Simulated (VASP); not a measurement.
# BaS (Fm-3m) in VASP: a series of runs

The runs below take BaS through single point, with PBEsol.

Everything below comes from runs of VASP 6.6.1. Logs are shortened: lines on timing, memory, paths and dates and some standing lists are left out, and cuts for length are marked.

### Step 1. The cell of the first run

The structure is cubic, space group Fm-3m (No. 225). Conventional cell: a = 6.388 Å, b = 6.388 Å, c = 6.388 Å, α = 90.00°, β = 90.00°, γ = 90.00°. Within 4.2 Å of Ba (site symmetry m-3m) lie 6 S at 3.19 Å. S (site symmetry m-3m) has 6 Ba at 3.19 Å within 4.2 Å.

### Step 2. Single point, PBEsol

File INCAR:

```
PREC     = Accurate       # precision mode
ENCUT    = 520            # plane-wave cutoff, eV
EDIFF    = 1E-7           # SCF threshold, eV
ISMEAR   = 0              # smearing method
SIGMA    = 0.05           # smearing width, eV
LREAL    = False          # projectors in reciprocal space
LASPH    = True           # aspherical terms in the spheres
NELM     = 100            # most SCF steps
ALGO     = Normal         # electronic algorithm
ISIF     = 2              # what is computed and relaxed
LWAVE    = False          # write WAVECAR
LCHARG   = False          # write CHGCAR
GGA      = PS             # functional
NBANDS   = 15             # bands
```

File KPOINTS:

```
regular mesh
0
Gamma
  6 6 6
```

File POSCAR:

```
BaS
1.0
    0.0000000000      3.1937508250      3.1937508250
    3.1937508250      0.0000000000      3.1937508250
    3.1937508250      3.1937508250      0.0000000000
Ba S
1 1
Direct
    0.5000000000      0.5000000000      0.5000000000
    0.0000000000      0.0000000000      0.0000000000
```

Potentials or basis: VASP PAW PBE potentials, release 64 (Ba_sv, S).

Started as:

```sh
$ cat potpaw_PBE.64/Ba_sv/POTCAR potpaw_PBE.64/S/POTCAR > POTCAR
$ mpirun -np 1 vasp_std > vasp.out
```

OUTCAR:

```text
PREC = Accurate
   ENCUT = 520
   EDIFF = 1E-7
   ISMEAR = 0
   LREAL = False
   LASPH = True
   NELM = 100
   ISIF = 2
   GGA = PS

 ion  position               nearest neighbor table
   1  0.500  0.500  0.500-   2 3.19   2 3.19   2 3.19   2 3.19   2 3.19   2 3.19
   2  0.000  0.000  0.000-   1 3.19   1 3.19   1 3.19   1 3.19   1 3.19   1 3.19

  LATTYP: Found a face centered cubic cell.
 ALAT       =     6.3875016500

  Lattice vectors:

 A1 = (   0.0000000000,   3.1937508250,   3.1937508250)
 A2 = (   3.1937508250,   0.0000000000,   3.1937508250)
 A3 = (   3.1937508250,   3.1937508250,   0.0000000000)

Analysis of symmetry for initial positions (statically):
[... 5 lines left out ...]
 face centered cubic supercell.

 Subroutine GETGRP returns: Found 48 space group operations
 (whereof 48 operations were pure point group operations)
 out of a pool of 48 trial point group operations.

The static configuration has the point symmetry O_h .

Analysis of symmetry for dynamics (positions and initial velocities):
[... 5 lines left out ...]
 face centered cubic supercell.

 Subroutine GETGRP returns: Found 48 space group operations
 (whereof 48 operations were pure point group operations)
 out of a pool of 48 trial point group operations.

The dynamic configuration has the point symmetry O_h .

 Subroutine INISYM returns: Found 48 space group operations
 (whereof 48 operations are pure point group operations),
 and found     1 'primitive' translations

----------------------------------------------------------------------------------------

                                     Primitive cell

  volume of cell :      65.1528

  direct lattice vectors                    reciprocal lattice vectors
     0.000000000  3.193750825  3.193750825    -0.156555733  0.156555733  0.156555733
     3.193750825  0.000000000  3.193750825     0.156555733 -0.156555733  0.156555733
     3.193750825  3.193750825  0.000000000     0.156555733  0.156555733 -0.156555733

  length of vectors
     4.516645732  4.516645732  4.516645732     0.271162483  0.271162483  0.271162483

  position of ions in fractional coordinates (direct lattice)
     0.500000000  0.500000000  0.500000000
     0.000000000  0.000000000  0.000000000

  ion indices of the primitive-cell ions
   primitive index   ion index
                 1           1
                 2           2

----------------------------------------------------------------------------------------

 KPOINTS: regular mesh

Automatic generation of k-mesh.
 Grid dimensions read from file:
 generate k-points for:    6    6    6

 Generating k-lattice:

  Cartesian coordinates                     Fractional coordinates (reciprocal lattice)
    -0.026092622  0.026092622  0.026092622     0.166666667  0.000000000  0.000000000
     0.026092622 -0.026092622  0.026092622     0.000000000  0.166666667  0.000000000
     0.026092622  0.026092622 -0.026092622     0.000000000  0.000000000  0.166666667

  Length of vectors
     0.045193747  0.045193747  0.045193747

  Shift w.r.t. Gamma in fractional coordinates (k-lattice)
     0.000000000  0.000000000  0.000000000

 Subroutine IBZKPT returns following result:
 ===========================================

 Found     16 irreducible k-points:

 Following reciprocal coordinates:
            Coordinates               Weight
  0.000000  0.000000  0.000000      1.000000
  0.166667  0.000000  0.000000      8.000000
  0.333333  0.000000  0.000000      8.000000
  0.500000  0.000000  0.000000      4.000000
  0.166667  0.166667  0.000000      6.000000
  0.333333  0.166667  0.000000     24.000000
[... 8 lines left out ...]
 -0.333333  0.333333  0.166667     24.000000
 -0.333333  0.500000  0.166667     12.000000
   k-points           NKPTS =     16   k-points in BZ     NKDIM =     16   number of bands    NBANDS=     15
   number of dos      NEDOS =    301   number of ions     NIONS =      2
   total plane-waves  NPLWV =  46656
   dimension x,y,z NGX =    36 NGY =   36 NGZ =   36
   dimension x,y,z NGXF=    72 NGYF=   72 NGZF=   72
   ions per type =               1   1
   NGX,Y,Z   is equivalent  to a cutoff of  13.25, 13.25, 13.25 a.u.
   NGXF,Y,Z  is equivalent  to a cutoff of  26.50, 26.50, 26.50 a.u.
 SYSTEM =  unknown system
   PREC   = accura    normal or accurate (medium, high low for compatibility)
   ISTART =      0    job   : 0-new  1-cont  2-samecut
   ICHARG =      2    charge: 1-file 2-atom 10-const
   ISPIN  =      1    spin polarized calculation?
   LNONCOLLINEAR =      F non collinear calculations
   LSORBIT =      F    spin-orbit coupling
   LASPH  =      T    aspherical Exc in radial PAW
   ENCUT  =  520.0 eV  38.22 Ry    6.18 a.u.   8.40  8.40  8.40*2*pi/ulx,y,z
   NELM   =    100;   NELMIN=  2; NELMDL= -5     # of ELM steps
   EDIFF  = 0.1E-06   stopping-criterion for ELM
   LREAL  =      F    real-space projection
   EDIFFG = 0.1E-05   stopping-criterion for IOM
   NSW    =      0    number of steps for IOM
   IBRION =     -1    ionic relax: 0-MD 1-quasi-New 2-CG
   NFREE  =      0    steps in history (QN), initial steepest desc. (CG)
   ISIF   =      2    stress and relaxation
   ISYM   =      2    0-nonsym 1-usesym 2-fastsym
   POTIM  = 0.5000    time-step for ionic-motion
   TEBEG  =    0.0;   TEEND  =   0.0 temperature during run
   PSTRESS=    0.0 pullay stress
   NELECT =      16.0000    total number of electrons
   NUPDOWN=      -1.0000    fix difference up-down
   EMIN   =  10.00;   EMAX   =-10.00  energy-range for DOS
   EFERMI =   0.00;   METHOD = LEGACY
   ISMEAR =     0;   SIGMA  =   0.05  broadening in eV -4-tet -1-fermi 0-gaus
   EFERMI_NEDOS =   21; number of points for ismear=-14 and -15
   IALGO  =     38    algorithm
   IMIX   =      4    mixing-type and parameters
     AMIX     =   0.40;   BMIX     =  1.00
     AMIX_MAG =   1.60;   BMIX_MAG =  1.00
  volume/ion in A,a.u.               =      32.58       219.84
  Fermi-wavevector in a.u.,A,eV,Ry     =   1.025189  1.937326 14.299884  1.051012
  Thomas-Fermi vector in A             =   2.159016
   LORBIT       =      0    0 simple, 1 ext, 2 COOP (PROOUT), +10 PAW based schemes
   GGA     = PS    functional components
   LHFCALC =     F    Hartree Fock is set to
   AEXX    =    0.0000 exact exchange contribution
   IVDW    =     0    specifies the selected vdW correction
   LEPSILON=     F    determine dielectric tensor
   LRPA    =     F    only Hartree local field effects (RPA)
 non-spin polarized calculation
 Gauss-broadening in eV      SIGMA  =   0.05
  energy-cutoff  :      520.00
  volume of cell :       65.15
 maximum number of plane-waves:      1807
 NGX is ok and might be reduce to    36

 number of electron      16.0000001 magnetization

 Free energy of the ion-electron system (eV)
  ---------------------------------------------------
  ext. energy  EPLUGINS =         0.00000000
  ---------------------------------------------------
  free energy    TOTEN  =       -10.71788113 eV

  energy without entropy =      -10.71788113  energy(sigma->0) =      -10.71788113

 E-fermi :   1.6697     XC(G=0):  -8.8228

 val. band max:        1.3423758488   @ k =   0.0000   0.0000   0.0000
 cond. band min:       3.3245078012   @ k =   0.5000   0.5000   0.0000
 fundamental gap:      1.9821319524
 Fermi energy:         1.6697263602

 k-point     1 :       0.0000    0.0000    0.0000
  band No.  band energies     occupation
      1     -24.6934      2.00000
      2      -9.7357      2.00000
      3      -9.7357      2.00000
      4      -9.7357      2.00000
      5      -9.0102      2.00000
      6       1.3424      2.00000
      7       1.3424      2.00000
      8       1.3424      2.00000
      9       4.7509      0.00000
     10       5.1265      0.00000
     11       5.1265      0.00000
     12       5.1265      0.00000
     13       6.0797      0.00000
     14       6.0797      0.00000
     15       9.8556      0.00000

 k-point     2 :       0.1667    0.0000    0.0000
  band No.  band energies     occupation
      1     -24.6820      2.00000
      2     -10.2064      2.00000
      3      -9.7458      2.00000
      4      -9.7458      2.00000
      5      -8.5159      2.00000
      6       0.6619      2.00000
      7       0.9909      2.00000
      8       0.9909      2.00000
      9       5.1448      0.00000
     10       5.5396      0.00000
     11       5.5396      0.00000
     12       5.7608      0.00000
     13       6.8669      0.00000
     14       6.8669      0.00000
     15      10.9368      0.00000

 k-point     3 :       0.3333    0.0000    0.0000
  band No.  band energies     occupation
      1     -24.6591      2.00000
      2     -10.7143      2.00000
      3      -9.7656      2.00000
      4      -9.7656      2.00000
      5      -7.9563      2.00000
      6      -0.2757      2.00000
      7       0.4545      2.00000
      8       0.4545      2.00000
      9       5.6947      0.00000
     10       6.6397      0.00000
     11       6.6397      0.00000
     12       7.2275      0.00000
     13       8.6328      0.00000
     14       8.6328      0.00000
     15      11.6351      0.00000
[... 199 lines left out ...]
 k-point    15 :      -0.3333    0.3333    0.1667
  band No.  band energies     occupation
      1     -24.6372      2.00000
      2     -10.5442      2.00000
      3     -10.0132      2.00000
      4      -9.9134      2.00000
      5      -8.1988      2.00000
      6       0.0214      2.00000
      7       0.6225      2.00000
      8       0.6861      2.00000
      9       5.6989      0.00000
     10       5.8122      0.00000
     11       7.9157      0.00000
     12       8.3017      0.00000
     13       8.6514      0.00000
     14      10.6029      0.00000
     15      10.7606      0.00000

 k-point    16 :      -0.3333    0.5000    0.1667
  band No.  band energies     occupation
      1     -24.6338      2.00000
      2     -10.2201      2.00000
      3     -10.1627      2.00000
      4     -10.0112      2.00000
      5      -8.4755      2.00000
      6       0.4225      2.00000
      7       0.7937      2.00000
      8       0.9407      2.00000
      9       4.4387      0.00000
     10       6.7909      0.00000
     11       7.4686      0.00000
     12       8.2576      0.00000
     13       8.8457      0.00000
     14       9.5723      0.00000
     15      11.0564      0.00000

------------------------ aborting loop because EDIFF is reached ----------------------------------------

  FORCE on cell =-STRESS in cart. coord.  units (eV):
  Direction    XX          YY          ZZ          XY          YZ          ZX
  --------------------------------------------------------------------------------------
  -------------------------------------------------------------------------------------
  Total       -0.2148274     -0.2148274     -0.2148274      0.0000000      0.0000000      0.0000000
  in kB       -5.2828374     -5.2828374     -5.2828374      0.0000000      0.0000000      0.0000000
  external PRESSURE =      -5.2828374 kB  Pullay stress =       0.0000000 kB

 VOLUME and BASIS-vectors are now :
 -----------------------------------------------------------------------------
  energy-cutoff  :      520.00
  volume of cell :       65.15
      direct lattice vectors                 reciprocal lattice vectors
     0.000000000  3.193750825  3.193750825    -0.156555733  0.156555733  0.156555733
     3.193750825  0.000000000  3.193750825     0.156555733 -0.156555733  0.156555733
     3.193750825  3.193750825  0.000000000     0.156555733  0.156555733 -0.156555733

 POSITION                                       TOTAL-FORCE (eV/Angst)
 -----------------------------------------------------------------------------------
      3.19375      3.19375      3.19375         0.000000     -0.000000     -0.000000
      0.00000      0.00000      0.00000        -0.000000      0.000000      0.000000
 -----------------------------------------------------------------------------------
    total drift:                                0.000000      0.000000      0.000000

  FREE ENERGIE OF THE ION-ELECTRON SYSTEM (eV)
  ---------------------------------------------------
  free  energy   TOTEN  =       -10.7178811324 eV

  energy  without entropy=      -10.7178811324  energy(sigma->0) =      -10.71788113
```

It took 9.7 s on 1 thread of Intel Xeon Platinum 8488C (Sapphire Rapids), shared host; peak memory 0.2 GiB.

Results:

- Free energy: -10.7179 eV
- Pressure: -0.5 GPa
- Band gap on the k mesh: 1.98 eV, indirect (least direct gap 2.12 eV)

Levels at points of the mesh, in eV from the valence-band top:
| k point | band 6 | band 7 | band 8 | band 9 | band 10 | band 11 |
| --- | --- | --- | --- | --- | --- | --- |
| (0.00, 0.00, 0.00) | 0.00 | 0.00 | 0.00 | 3.41 | 3.78 | 3.78 |
| (0.50, 0.00, 0.00) | -2.00 | -1.11 | -1.11 | 5.47 | 5.52 | 6.26 |
| (0.50, 0.50, 0.00) | -0.54 | -0.14 | -0.14 | 1.98 | 5.90 | 5.92 |

Caveat: the PAW data sets were made with another functional, which shifts forces and pressure a little; spin-orbit coupling is left out, which moves the levels of the heavy elements. A k mesh can miss the band edges.

### Step 3. Single point, PBEsol

This run uses another cell than the first one, of 32.33 Å³/atom, 0.992 times its volume.

File INCAR:

```
ALGO = Normal ; EDIFF = 1E-6
ENCUT = 520 ; GGA = PS
ISIF = 2 ; ISMEAR = 0
LASPH = True ; LCHARG = False
LREAL = False ; LWAVE = False
NBANDS = 15 ; NELM = 100
PREC = Accurate ; SIGMA = 0.05
```

File KPOINTS:

```
k-points
0
Gamma
  6 6 6
```

File POSCAR:

```
BaS
1.0
    0.0000000000      3.1855725142      3.1855725142
    3.1855725142      0.0000000000      3.1855725142
    3.1855725142      3.1855725142      0.0000000000
Ba S
1 1
Direct
    0.5000000000      0.5000000000      0.5000000000
    0.0000000000      0.0000000000      0.0000000000
```

Potentials or basis: VASP PAW PBE potentials, release 64 (Ba_sv, S).

Started as:

```sh
$ cat potpaw_PBE.64/Ba_sv/POTCAR potpaw_PBE.64/S/POTCAR > POTCAR
$ mpirun -np 1 vasp_std > vasp.out
```

Wall time 9.1 s (1 thread of Intel Xeon Platinum 8488C (Sapphire Rapids), shared host); peak memory 0.2 GiB.

The run converged. Its results:

```
Free energy            : -10.7189 eV
Pressure               : -0.2 GPa
Band gap on the k mesh : 1.97 eV, indirect (least direct gap 2.10 eV)
```

Levels at points of the mesh, in eV from the valence-band top:
| k point | band 5 | band 6 | band 7 | band 8 | band 9 | band 10 | band 11 | band 12 |
| --- | --- | --- | --- | --- | --- | --- | --- | --- |
| (0.00, 0.00, 0.00) | -10.36 | 0.00 | 0.00 | 0.00 | 3.45 | 3.78 | 3.78 | 3.78 |
| (0.50, 0.00, 0.00) | -9.06 | -2.01 | -1.12 | -1.12 | 5.49 | 5.55 | 6.29 | 6.29 |
| (0.50, 0.50, 0.00) | -10.27 | -0.53 | -0.14 | -0.14 | 1.97 | 5.92 | 5.97 | 7.53 |

Caveat: the PAW data sets were made with another functional, which shifts forces and pressure a little; spin-orbit coupling is left out, which moves the levels of the heavy elements. A k mesh can miss the band edges.

### Step 4. Single point, PBEsol

File INCAR:

```
SYSTEM = BaS
PREC = Accurate
ENCUT = 520
EDIFF = 1E-6
ISMEAR = 0
SIGMA = 0.05
LREAL = .FALSE.
LASPH = .TRUE.
NELM = 100
ALGO = Normal
ISIF = 2
LWAVE = .FALSE.
LCHARG = .TRUE.
GGA = PS
LELF = .TRUE.
LVHAR = .TRUE.
NBANDS = 15
```

File KPOINTS:

```
Automatic mesh
0
G
  6 6 6
  0 0 0
```

File POSCAR:

```
BaS
1.0
    0.0000000000      3.1869005822      3.1869005822
    3.1869005822      0.0000000000      3.1869005822
    3.1869005822      3.1869005822      0.0000000000
Ba S
1 1
Direct
    0.5000000000      0.5000000000      0.5000000000
    0.0000000000      0.0000000000      0.0000000000
```

Started as:

```sh
$ cat potpaw_PBE.64/Ba_sv/POTCAR potpaw_PBE.64/S/POTCAR > POTCAR
$ mpirun -np 1 vasp_std > vasp.out
```

It took 10 s on 1 thread of Intel Xeon Platinum 8488C (Sapphire Rapids), shared host; peak memory 0.2 GiB.

It converged, with:

```
Free energy            : -10.7188 eV
Pressure               : -0.2 GPa
Band gap on the k mesh : 1.97 eV, indirect (least direct gap 2.11 eV)
```

Levels at points of the mesh, in eV from the valence-band top:
| k point | band 5 | band 6 | band 7 | band 8 | band 9 | band 10 | band 11 | band 12 |
| --- | --- | --- | --- | --- | --- | --- | --- | --- |
| (0.00, 0.00, 0.00) | -10.36 | 0.00 | 0.00 | 0.00 | 3.44 | 3.78 | 3.78 | 3.78 |
| (0.50, 0.00, 0.00) | -9.06 | -2.01 | -1.12 | -1.12 | 5.49 | 5.54 | 6.29 | 6.29 |
| (0.50, 0.50, 0.00) | -10.27 | -0.53 | -0.14 | -0.14 | 1.97 | 5.92 | 5.96 | 7.52 |

Caveat: the PAW data sets were made with another functional, which shifts forces and pressure a little; spin-orbit coupling is left out, which moves the levels of the heavy elements.

### Step 5. Single point, PBEsol (volume scaled by 1.04)

File INCAR:

```
PREC = Accurate
ENCUT = 520
EDIFF = 1E-6
ISMEAR = 0
SIGMA = 0.05
LREAL = F
LASPH = T
NELM = 80
ALGO = Normal
ISIF = 2
LWAVE = F
LCHARG = T
GGA = PS
LELF = T
LVHAR = T
NBANDS = 15
```

File KPOINTS:

```
Automatic mesh
0
Gamma
  6 6 6
```

File POSCAR:

```
BaS
1.0
    0.0000000000      3.2075953217      3.2075953217
    3.2075953217      0.0000000000      3.2075953217
    3.2075953217      3.2075953217      0.0000000000
Ba S
1 1
Direct
    0.5000000000      0.5000000000      0.5000000000
    0.0000000000      0.0000000000      0.0000000000
```

Started as:

```sh
$ cat potpaw_PBE.64/Ba_sv/POTCAR potpaw_PBE.64/S/POTCAR > POTCAR
$ mpirun -np 1 vasp_std > vasp.out
```

Run time: 11 s. Hardware: 1 thread of Intel Xeon Platinum 8488C (Sapphire Rapids), shared host; peak memory 0.2 GiB.

The run converged. Its results:

```yaml
Free_energy: -10.7137 eV
Pressure: -1.1 GPa
Band_gap_on_the_k_mesh: 2.00 eV, indirect (least direct gap 2.15 eV)
```

Levels at points of the mesh, in eV from the valence-band top:
| k point | band 4 | band 5 | band 6 | band 7 | band 8 | band 9 | band 10 | band 11 | band 12 | band 13 |
| --- | --- | --- | --- | --- | --- | --- | --- | --- | --- | --- |
| (0.00, 0.00, 0.00) | -11.12 | -10.33 | 0.00 | 0.00 | 0.00 | 3.35 | 3.78 | 3.78 | 3.78 | 4.72 |
| (0.50, 0.00, 0.00) | -11.16 | -9.12 | -1.97 | -1.08 | -1.08 | 5.42 | 5.49 | 6.21 | 6.21 | 8.83 |
| (0.50, 0.50, 0.00) | -11.31 | -10.23 | -0.56 | -0.15 | -0.15 | 2.00 | 5.85 | 5.87 | 7.42 | 7.42 |

Caveat: the cell differs from its parent crystal (volume scaled by 1.04); the PAW data sets were made with another functional, which shifts forces and pressure a little; spin-orbit coupling is left out, which moves the levels of the heavy elements.

### Step 6. Overview

```tsv
cell	gap on the mesh (eV)	pressure (GPa)
a = 4.517 Å, angles 60.0°, 2 atoms	1.98	-0.5
a = 4.505 Å, angles 60.0°, 2 atoms	1.97	-0.2
a = 4.507 Å, angles 60.0°, 2 atoms	1.97	-0.2
a = 4.536 Å, angles 60.0°, 2 atoms	2.00	-1.1
```

Alike in all rows: task single point; level PBEsol; potentials or basis VASP PAW PBE potentials, release 64 (Ba_sv, S); no spin polarisation; k mesh 6 × 6 × 6; cutoff (eV) 520; smearing gaussian 0.05 eV.

Caveats: the PAW data sets were made with another functional, which shifts forces and pressure a little; spin-orbit coupling is left out, which moves the levels of the heavy elements.

Absolute energies hang on the potentials; compare differences alone.
